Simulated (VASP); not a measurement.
## P5Ga5H18: single point with PBE

System: P5Ga5H18, in a box.

```
CELL_PARAMETERS angstrom
15.10000 0.00000 0.00000
0.00000 15.60000 0.00000
0.00000 0.00000 15.90000
ATOMIC_POSITIONS crystal
P 0.51261 0.41895 0.59006
P 0.51262 0.59178 0.42048
P 0.35001 0.40697 0.40872
P 0.65110 0.39765 0.39958
P 0.66897 0.60279 0.60086
Ga 0.42214 0.51043 0.51024
Ga 0.57833 0.30883 0.50425
Ga 0.59698 0.69636 0.49990
Ga 0.57832 0.50433 0.31244
Ga 0.59697 0.49989 0.69266
H 0.44940 0.37410 0.63990
H 0.33647 0.55003 0.54908
H 0.44941 0.64259 0.37647
H 0.50087 0.26396 0.45469
H 0.64945 0.25760 0.55457
H 0.52953 0.75080 0.55193
H 0.66926 0.73480 0.44066
H 0.40056 0.35307 0.35585
H 0.29165 0.34558 0.44432
H 0.29167 0.44326 0.34848
H 0.69685 0.34129 0.34428
H 0.72714 0.43569 0.43689
H 0.50086 0.45382 0.26841
H 0.64943 0.55561 0.26216
H 0.52952 0.55293 0.74607
H 0.66925 0.43952 0.73039
H 0.71851 0.65760 0.65464
H 0.74239 0.56243 0.56126
```

* Program: VASP 6.6.1
* Task: single point
* Functional: PBE
* Potentials or basis: VASP PAW PBE potentials, release 64 (P, Ga_d, H)
* Cutoff: 520 eV
* k mesh: 1 × 1 × 1
* Occupations: gaussian, width 0.05 eV
* Spin: no spin polarisation

| Property | Result |
| --- | --- |
| Largest force | 0.059 eV/Å |
| Gap between the frontier levels | 4.44 eV |

Forces in eV/Å, atoms in the order of the input:
```
P   -0.027  0.003 -0.009
P   -0.024 -0.006  0.001
P   -0.052 -0.017 -0.014
P    0.059  0.003  0.001
P    0.042  0.007  0.011
Ga   0.002  0.027  0.028
Ga  -0.001 -0.048  0.004
Ga   0.002  0.046 -0.012
Ga   0.004  0.006 -0.049
Ga   0.003 -0.012  0.043
H    0.024  0.016 -0.020
H    0.011 -0.015 -0.015
H    0.024 -0.020  0.016
H    0.027  0.015  0.012
H   -0.017  0.017 -0.016
H    0.022 -0.020 -0.005
H   -0.014 -0.012  0.017
H   -0.016  0.008  0.008
H    0.024  0.013 -0.016
H    0.024 -0.016  0.013
H   -0.035  0.029  0.030
H   -0.040 -0.023 -0.023
H    0.027  0.012  0.015
H   -0.017 -0.017  0.018
H    0.022 -0.005 -0.020
H   -0.015  0.016 -0.012
H   -0.026 -0.028 -0.028
H   -0.034  0.018  0.018
```

Levels at points of the mesh, in eV from the valence-band top:
| k point | band 52 | band 53 | band 54 | band 55 | band 56 | band 57 |
| --- | --- | --- | --- | --- | --- | --- |
| (0.00, 0.00, 0.00) | -0.14 | -0.14 | 0.00 | 4.44 | 4.52 | 4.56 |

Wall time 12 min on 1 thread of Intel(R) Xeon(R) 6975P-C (Granite Rapids) (shared host), peak memory 2.4 GiB.
